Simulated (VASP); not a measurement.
Runs of VASP 6.6.1 on ZrB2. The structure is that of space group P6/mmm (No. 191), or close to it. The cells are those of the table. 

| task | level | potentials or basis | spin | U | cell | k mesh | cutoff (eV) | smearing | grid for exact exchange (PRECFOCK) | share of exact exchange | screening parameter | gap on the mesh (eV) | pressure (GPa) |
| --- | --- | --- | --- | --- | --- | --- | --- | --- | --- | --- | --- | --- | --- |
| single point | LDA+U | VASP PAW LDA potentials, release 64 (Zr_sv, B) | non-collinear, zero start, SOC | Zr d U = 2.0 eV | a = 3.321, b = 3.321, c = 3.701 Å, angles 90.0, 90.0, 120.0°, 3 atoms | 10 × 10 × 8 | 520 | tetrahedron | - | - | - | - | -29.2 |
| relaxation of cell and atoms | BLYP+D4 | VASP PAW PBE potentials, release 64 (Zr_sv, B) | off | - | relaxed from a = 3.170, b = 3.170, c = 3.533 Å, angles 90.0, 90.0, 120.0°, 3 atoms | 10 × 10 × 8 | 600 | fermi-dirac 0.05 eV | - | - | - | none | 0.1 |
| single point | HSE06 | VASP PAW PBE potentials, release 64 (Zr_sv, B) | off | - | a = 3.167, b = 3.167, c = 3.507 Å, angles 90.0, 90.0, 120.0°, 3 atoms | 6 × 6 × 4 | 520 | fermi-dirac 0.05 eV | Normal | 0.25 | 0.2079 1/Å | none | 0.1 |
| single point | r2SCAN+D4+U | VASP PAW PBE potentials, release 64 (Zr_sv, B) | off | Zr d U = 7.0 eV | a = 3.170, b = 3.170, c = 3.533 Å, angles 90.0, 90.0, 120.0°, 3 atoms | 10 × 10 × 8 | 520 | gaussian 0.05 eV | - | - | - | none | (a) |

Q: Estimate the missing entries.

A: (a) 15.7.

Caveats: some runs use coarse meshes; the PAW data sets were made with another functional, which shifts forces and pressure a little (at least some runs); the U is typed as a test and isn't derived for this compound (at least some runs); the cell stands under tension (at least some runs); the stress differs along the axes, from 14 to 19 GPa (at least some runs); U without spin polarisation on a metal has little footing (at least some runs).

A k mesh can miss the band edges, and rows without SOC leave out spin-orbit coupling on Zr.

A gap of «none» marks levels without a gap at the run's occupations.
